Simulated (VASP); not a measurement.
# HfN (Fm-3m) in VASP: a series of runs

Runs on HfN. Level: r2SCAN. Tasks: relaxation of the atoms.

Program: VASP 6.6.1. These are calculated values, not measurements. Logs are shortened: lines on timing, memory, paths and dates and some standing lists are left out, and cuts for length are marked.

**1. The cell of the first run**

It takes space group Fm-3m (No. 225, cubic). The conventional cell has a = 4.433 Å, b = 4.433 Å, c = 4.433 Å, α = 90.00°, β = 90.00°, γ = 90.00°. Within 2.9 Å of Hf (site symmetry m-3m) lie 6 N at 2.22 Å. N (site symmetry m-3m) has 6 Hf at 2.22 Å within 2.9 Å.

**2. Relaxation of the atoms, r2SCAN**

Input file POSCAR:

```
HfN
1.0
    0.0000000000      2.2167465100      2.2167465100
    2.2167465100      0.0000000000      2.2167465100
    2.2167465100      2.2167465100      0.0000000000
Hf N
1 1
Direct
    0.0000000000      0.0000000000      0.0000000000
    0.5000000000      0.5000000000      0.5000000000
```

Input file INCAR.step1:

```
ALGO = Normal
EDIFF = 1E-4
ENCUT = 520
GGA = PE
ISMEAR = -1
LASPH = T
LCHARG = F
LREAL = F
LWAVE = T
NELM = 80
PREC = Accurate
SIGMA = 0.1
```

Input file INCAR.step2:

```
ALGO = Normal
EDIFF = 1E-6
EDIFFG = -0.01
ENCUT = 520
IBRION = 2
ISIF = 2
ISMEAR = -1
ISTART = 1
LASPH = T
LCHARG = F
LMIXTAU = T
LREAL = F
LWAVE = F
METAGGA = R2SCAN
NELM = 80
NSW = 50
PREC = Accurate
SIGMA = 0.1
```

Input file KPOINTS:

```
k-points
0
Gamma
  13 13 13
```

Potentials or basis: VASP PAW PBE potentials, release 64 (Hf_pv, N).

The run is started by

```
$ cat potpaw_PBE.64/Hf_pv/POTCAR potpaw_PBE.64/N/POTCAR > POTCAR
$ cp INCAR.step1 INCAR
$ mpirun -np 1 vasp_std > vasp.out
$ cp INCAR.step2 INCAR
$ mpirun -np 1 vasp_std > vasp.out
```

OUTCAR:

```text
EDIFF = 1E-6
   EDIFFG = -0.01
   ENCUT = 520
   IBRION = 2
   ISIF = 2
   ISMEAR = -1
   ISTART = 1
   LASPH = T
   LREAL = F
   METAGGA = R2SCAN
   NELM = 80
   NSW = 50
   PREC = Accurate

 ion  position               nearest neighbor table
   1  0.000  0.000  0.000-   2 2.22   2 2.22   2 2.22   2 2.22   2 2.22   2 2.22
   2  0.500  0.500  0.500-   1 2.22   1 2.22   1 2.22   1 2.22   1 2.22   1 2.22

  LATTYP: Found a face centered cubic cell.
 ALAT       =     4.4334930200

  Lattice vectors:

 A1 = (   0.0000000000,   2.2167465100,   2.2167465100)
 A2 = (   2.2167465100,   0.0000000000,   2.2167465100)
 A3 = (   2.2167465100,   2.2167465100,   0.0000000000)

Analysis of symmetry for initial positions (statically):
=====================================================================
 Subroutine PRICEL returns:
 Original cell was already a primitive cell.

 Routine SETGRP: Setting up the symmetry group for a
 face centered cubic supercell.

 Subroutine GETGRP returns: Found 48 space group operations
 (whereof 48 operations were pure point group operations)
 out of a pool of 48 trial point group operations.

The static configuration has the point symmetry O_h .

Analysis of symmetry for dynamics (positions and initial velocities):
=====================================================================
 Subroutine PRICEL returns:
 Original cell was already a primitive cell.

 Routine SETGRP: Setting up the symmetry group for a
 face centered cubic supercell.

 Subroutine GETGRP returns: Found 48 space group operations
 (whereof 48 operations were pure point group operations)
 out of a pool of 48 trial point group operations.

The dynamic configuration has the point symmetry O_h .

 Subroutine INISYM returns: Found 48 space group operations
 (whereof 48 operations are pure point group operations),
 and found     1 'primitive' translations

----------------------------------------------------------------------------------------

                                     Primitive cell

  volume of cell :      21.7860

  direct lattice vectors                    reciprocal lattice vectors
     0.000000000  2.216746510  2.216746510    -0.225555785  0.225555785  0.225555785
     2.216746510  0.000000000  2.216746510     0.225555785 -0.225555785  0.225555785
     2.216746510  2.216746510  0.000000000     0.225555785  0.225555785 -0.225555785

  length of vectors
     3.134952979  3.134952979  3.134952979     0.390674080  0.390674080  0.390674080

  position of ions in fractional coordinates (direct lattice)
     0.000000000  0.000000000  0.000000000
     0.500000000  0.500000000  0.500000000

  ion indices of the primitive-cell ions
   primitive index   ion index
                 1           1
                 2           2

----------------------------------------------------------------------------------------

 KPOINTS: k-points

Automatic generation of k-mesh.
 Grid dimensions read from file:
 generate k-points for:   13   13   13

 Generating k-lattice:

  Cartesian coordinates                     Fractional coordinates (reciprocal lattice)
    -0.017350445  0.017350445  0.017350445     0.076923077  0.000000000  0.000000000
     0.017350445 -0.017350445  0.017350445     0.000000000  0.076923077  0.000000000
     0.017350445  0.017350445 -0.017350445     0.000000000  0.000000000  0.076923077

  Length of vectors
     0.030051852  0.030051852  0.030051852

  Shift w.r.t. Gamma in fractional coordinates (k-lattice)
     0.000000000  0.000000000  0.000000000

 Subroutine IBZKPT returns following result:
 ===========================================

 Found     84 irreducible k-points:

 Following reciprocal coordinates:
            Coordinates               Weight
  0.000000  0.000000  0.000000      1.000000
  0.076923  0.000000  0.000000      8.000000
  0.153846  0.000000  0.000000      8.000000
  0.230769  0.000000  0.000000      8.000000
  0.307692  0.000000  0.000000      8.000000
  0.384615  0.000000  0.000000      8.000000
[... 16 lines left out ...]
  0.384615  0.153846  0.000000     24.000000
  0.461538  0.153846  0.000000     24.000000
 [... further k-points ...]
   k-points           NKPTS =     84   k-points in BZ     NKDIM =     84   number of bands    NBANDS=     11
   number of dos      NEDOS =    301   number of ions     NIONS =      2
   total plane-waves  NPLWV =  13824
   dimension x,y,z NGX =    24 NGY =   24 NGZ =   24
   dimension x,y,z NGXF=    48 NGYF=   48 NGZF=   48
   ions per type =               1   1
   NGX,Y,Z   is equivalent  to a cutoff of  12.73, 12.73, 12.73 a.u.
   NGXF,Y,Z  is equivalent  to a cutoff of  25.45, 25.45, 25.45 a.u.
 SYSTEM =  unknown system
   PREC   = accura    normal or accurate (medium, high low for compatibility)
   ISTART =      1    job   : 0-new  1-cont  2-samecut
   ICHARG =      0    charge: 1-file 2-atom 10-const
   ISPIN  =      1    spin polarized calculation?
   LNONCOLLINEAR =      F non collinear calculations
   LSORBIT =      F    spin-orbit coupling
   LASPH  =      T    aspherical Exc in radial PAW
   ENCUT  =  520.0 eV  38.22 Ry    6.18 a.u.   5.83  5.83  5.83*2*pi/ulx,y,z
   NELM   =     80;   NELMIN=  2; NELMDL=  0     # of ELM steps
   EDIFF  = 0.1E-05   stopping-criterion for ELM
   LREAL  =      F    real-space projection
   EDIFFG = -.1E-01   stopping-criterion for IOM
   NSW    =     50    number of steps for IOM
   IBRION =      2    ionic relax: 0-MD 1-quasi-New 2-CG
   NFREE  =      1    steps in history (QN), initial steepest desc. (CG)
   ISIF   =      2    stress and relaxation
   ISYM   =      2    0-nonsym 1-usesym 2-fastsym
   POTIM  = 0.5000    time-step for ionic-motion
   TEBEG  =    0.0;   TEEND  =   0.0 temperature during run
   PSTRESS=    0.0 pullay stress
   NELECT =      15.0000    total number of electrons
   NUPDOWN=      -1.0000    fix difference up-down
   EMIN   =  10.00;   EMAX   =-10.00  energy-range for DOS
   EFERMI =   0.00;   METHOD = LEGACY
   ISMEAR =    -1;   SIGMA  =   0.10  broadening in eV -4-tet -1-fermi 0-gaus
   EFERMI_NEDOS =   21; number of points for ismear=-14 and -15
   IALGO  =     38    algorithm
   IMIX   =      4    mixing-type and parameters
     AMIX     =   0.40;   BMIX     =  1.00
     AMIX_MAG =   1.60;   BMIX_MAG =  1.00
  volume/ion in A,a.u.               =      10.89        73.51
  Fermi-wavevector in a.u.,A,eV,Ry     =   1.445592  2.731774 28.432607  2.089738
  Thomas-Fermi vector in A             =   2.563757
   LORBIT       =      0    0 simple, 1 ext, 2 COOP (PROOUT), +10 PAW based schemes
   METAGGA = R2SCAN    functional components
   LHFCALC =     F    Hartree Fock is set to
   AEXX    =    0.0000 exact exchange contribution
   IVDW    =     0    specifies the selected vdW correction
   LEPSILON=     F    determine dielectric tensor
   LRPA    =     F    only Hartree local field effects (RPA)
 conjugate gradient relaxation of ions
 non-spin polarized calculation
  energy-cutoff  :      520.00
  volume of cell :       21.79
 maximum number of plane-waves:       597
   NGX = 11   NGY = 11   NGZ = 11

 number of electron      15.0000002 magnetization

 Free energy of the ion-electron system (eV)
  ---------------------------------------------------
  ext. energy  EPLUGINS =         0.00000000
  ---------------------------------------------------
  free energy    TOTEN  =       -58.18446187 eV

  energy without entropy =      -58.16628676  energy(sigma->0) =      -58.17537431

 E-fermi :   9.0800     XC(G=0): -13.8976

 val. band max:        8.9857981873   @ k =  -0.1538   0.2308   0.0769
 cond. band min:       9.1370166776   @ k =   0.1538   0.0000   0.0000
 fundamental gap:      0.1512184902
 Fermi energy:         9.0800123114

 k-point     1 :       0.0000    0.0000    0.0000
  band No.  band energies     occupation
      1     -23.2595      2.00000
      2     -23.2595      2.00000
      3     -23.2595      2.00000
      4      -9.9987      2.00000
      5       5.5466      2.00000
      6       5.5466      2.00000
      7       5.5466      2.00000
      8       8.6722      1.96669
      9       8.6722      1.96669
     10       8.6722      1.96669
     11      11.1936      0.00000

 k-point     2 :       0.0769    0.0000    0.0000
  band No.  band energies     occupation
      1     -23.3366      2.00000
      2     -23.2652      2.00000
      3     -23.2652      2.00000
      4      -9.8436      2.00000
      5       4.9546      2.00000
      6       5.1759      2.00000
      7       5.1759      2.00000
      8       8.8399      1.83383
      9       8.8884      1.74342
     10       8.8884      1.74341
     11      11.6911      0.00000

 k-point     3 :       0.1538    0.0000    0.0000
  band No.  band energies     occupation
      1     -23.5436      2.00000
      2     -23.2809      2.00000
      3     -23.2809      2.00000
      4      -9.4101      2.00000
      5       3.6934      2.00000
      6       4.3837      2.00000
      7       4.3837      2.00000
      8       9.1370      0.72245
      9       9.4481      0.04918
     10       9.4481      0.04918
     11      13.1534      0.00000
[... 267 lines left out ...]
 k-point    23 :       0.3846    0.1538    0.0000
  band No.  band energies     occupation
      1     -24.1377      2.00000
      2     -23.4358      2.00000
      3     -23.4250      2.00000
      4      -7.9875      2.00000
      5       0.8389      2.00000
      6       2.8070      2.00000
      7       3.3104      2.00000
      8       8.6179      1.98050
      9      12.8899      0.00000
     10      13.0068      0.00000
     11      14.8818      0.00000

 k-point    24 :       0.4615    0.1538    0.0000
  band No.  band energies     occupation
      1     -24.2887      2.00000
      2     -23.4832      2.00000
      3     -23.4246      2.00000
      4      -7.5874      2.00000
      5       0.3617      2.00000
      6       2.4349      2.00000
      7       2.7853      2.00000
      8       9.6578      0.00617
      9      13.2320      0.00000
     10      13.4785      0.00000
     11      15.5339      0.00000

 [... further k-points ...]

------------------------ aborting loop because EDIFF is reached ----------------------------------------

  FORCE on cell =-STRESS in cart. coord.  units (eV):
  Direction    XX          YY          ZZ          XY          YZ          ZX
  --------------------------------------------------------------------------------------
  -------------------------------------------------------------------------------------
  Total        2.3158651      2.3158651      2.3158651      0.0000000      0.0000000      0.0000000
  in kB      170.3121934    170.3121934    170.3121934      0.0000000      0.0000000      0.0000000
  external PRESSURE =     170.3121934 kB  Pullay stress =       0.0000000 kB

 VOLUME and BASIS-vectors are now :
 -----------------------------------------------------------------------------
  energy-cutoff  :      520.00
  volume of cell :       21.79
      direct lattice vectors                 reciprocal lattice vectors
     0.000000000  2.216746510  2.216746510    -0.225555785  0.225555785  0.225555785
     2.216746510  0.000000000  2.216746510     0.225555785 -0.225555785  0.225555785
     2.216746510  2.216746510  0.000000000     0.225555785  0.225555785 -0.225555785

 POSITION                                       TOTAL-FORCE (eV/Angst)
 -----------------------------------------------------------------------------------
      0.00000      0.00000      0.00000         0.000000     -0.000000     -0.000000
      2.21675      2.21675      2.21675        -0.000000      0.000000      0.000000
 -----------------------------------------------------------------------------------
    total drift:                                0.000000     -0.000000     -0.000000

  FREE ENERGIE OF THE ION-ELECTRON SYSTEM (eV)
  ---------------------------------------------------
  free  energy   TOTEN  =       -58.1844618692 eV

  energy  without entropy=      -58.1662867575  energy(sigma->0) =      -58.17537431

 reached required accuracy - stopping structural energy minimisation
```

Run time: 71 s. Hardware: 1 thread of AMD EPYC 7R13 (Zen 3), shared host; peak memory 0.13 GiB.

Results:

* Free energy: -58.1845 eV
* Pressure after relaxing: 17.0 GPa
* Band gap on the k mesh: zero (an odd number of electrons rules out a gap without spin polarisation)

Final structure:
```
Hf N
1.0
     0.00000    2.21675    2.21675
     2.21675    0.00000    2.21675
     2.21675    2.21675    0.00000
Hf N
1 1
Direct
  0.00000 0.00000 0.00000
  0.50000 0.50000 0.50000
```

Caveat: the relaxation stopped at its first step, so nothing moved; the PAW data sets were made with another functional, which shifts forces and pressure a little; spin-orbit coupling is left out, which moves the levels of the heavy elements; an odd number of electrons without spin polarisation forces a metal; a magnetic or distorted state may lie lower.

**3. Relaxation of the atoms, r2SCAN**

This run uses another cell than the first one, of 11.12 Å³/atom.

Input file POSCAR:

```
HfN
1.0
    0.0000000000      2.2323579200      2.2323579200
    2.2323579200      0.0000000000      2.2323579200
    2.2323579200      2.2323579200      0.0000000000
Hf N
1 1
Direct
    0.0000000000      0.0000000000      0.0000000000
    0.5000000000      0.5000000000      0.5000000000
```

Input file INCAR.step1:

```
SYSTEM = HfN
ALGO = Normal
EDIFF = 1E-4
ENCUT = 520
GGA = PE
ISMEAR = -1
LASPH = .TRUE.
LCHARG = .FALSE.
LREAL = .FALSE.
LWAVE = .TRUE.
NELM = 100
PREC = Accurate
SIGMA = 0.1
```

Input file INCAR.step2:

```
SYSTEM = HfN
ALGO = Normal
EDIFF = 1E-6
EDIFFG = -0.01
ENCUT = 520
IBRION = 2
ISIF = 2
ISMEAR = -1
ISTART = 1
LASPH = .TRUE.
LCHARG = .FALSE.
LMIXTAU = .TRUE.
LREAL = .FALSE.
LWAVE = .FALSE.
METAGGA = R2SCAN
NELM = 100
NSW = 50
PREC = Accurate
SIGMA = 0.1
```

Input file KPOINTS:

```
k-points
0
G
  13 13 13
  0 0 0
```

Potentials or basis: VASP PAW PBE potentials, release 64 (Hf_pv, N).

The run is started by

```
$ cat potpaw_PBE.64/Hf_pv/POTCAR potpaw_PBE.64/N/POTCAR > POTCAR
$ cp INCAR.step1 INCAR
$ mpirun -np 1 vasp_std > vasp.out
$ cp INCAR.step2 INCAR
$ mpirun -np 1 vasp_std > vasp.out
```

Run time: 71 s. Hardware: 1 thread of AMD EPYC 7R13 (Zen 3), shared host; peak memory 0.13 GiB.

The run converged. Its results:

* Free energy: -58.2235 eV
* Pressure after relaxing: 9.7 GPa
* Band gap on the k mesh: zero (an odd number of electrons rules out a gap without spin polarisation)

Final structure:
```
Hf N
1.0
     0.00000    2.23236    2.23236
     2.23236    0.00000    2.23236
     2.23236    2.23236    0.00000
Hf N
1 1
Direct
  0.00000 0.00000 0.00000
  0.50000 0.50000 0.50000
```

Levels at points of the mesh, in eV from the Fermi level:
| k point | band 5 | band 6 | band 7 | band 8 | band 9 | band 10 | band 11 |
| --- | --- | --- | --- | --- | --- | --- | --- |
| (0.00, 0.00, 0.00) | -3.51 | -3.51 | -3.51 | -0.39 | -0.39 | -0.39 | 2.39 |

Caveat: the relaxation stopped at its first step, so nothing moved; the PAW data sets were made with another functional, which shifts forces and pressure a little; spin-orbit coupling is left out, which moves the levels of the heavy elements; an odd number of electrons without spin polarisation forces a metal; a magnetic or distorted state may lie lower.

The gap in the log of VASP goes by the Fermi energy; the results here count the filled bands.